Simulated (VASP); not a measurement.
MgB2, 3 atoms in the cell. Symmetry: P6/mmm, No. 191, hexagonal system. Conventional cell: a = 3.085 Å, b = 3.085 Å, c = 3.523 Å, α = 90.00°, β = 90.00°, γ = 120.00°. Within 3.3 Å of Mg (site symmetry 6/mmm) lie 12 B at 2.51 Å and 6 Mg at 3.08 to 3.09 Å. Within 2.4 Å of B (site symmetry -6m2) lie 3 B at 1.78 Å. 

* Program: VASP 6.6.1
* Task: relaxation of cell and atoms
* Functional: PBEsol
* Potentials or basis: VASP PAW PBE potentials, release 64 (Mg, B)
* Cutoff: 600 eV
* k mesh: 10 × 10 × 8
* Occupations: fermi-dirac, width 0.05 eV
* Spin: no spin polarisation
* Target pressure: 20 GPa
* Dipole correction: no
* Further INCAR settings: ALGO = Normal; EDIFF = 1e-06; IBRION = 2; EDIFFG = -0.01; NSW = 60; ISIF = 3

Potentials or basis: VASP PAW PBE potentials, release 64 (Mg, B).

Launch:

```bash
$ cat potpaw_PBE.64/Mg/POTCAR potpaw_PBE.64/B/POTCAR > POTCAR
$ mpirun -np 1 vasp_std > vasp.out
```

Hardware: 1 thread of Intel(R) Xeon(R) 6975P-C (Granite Rapids), on a shared host.

**Question.** Estimate the wall time of this run.

**Answer.** Wall time 35 s on 1 thread of Intel(R) Xeon(R) 6975P-C (Granite Rapids), with other jobs on the host, peak memory 0.18 GiB. Counts: scf iterations 50, k points 70, ion steps 9.
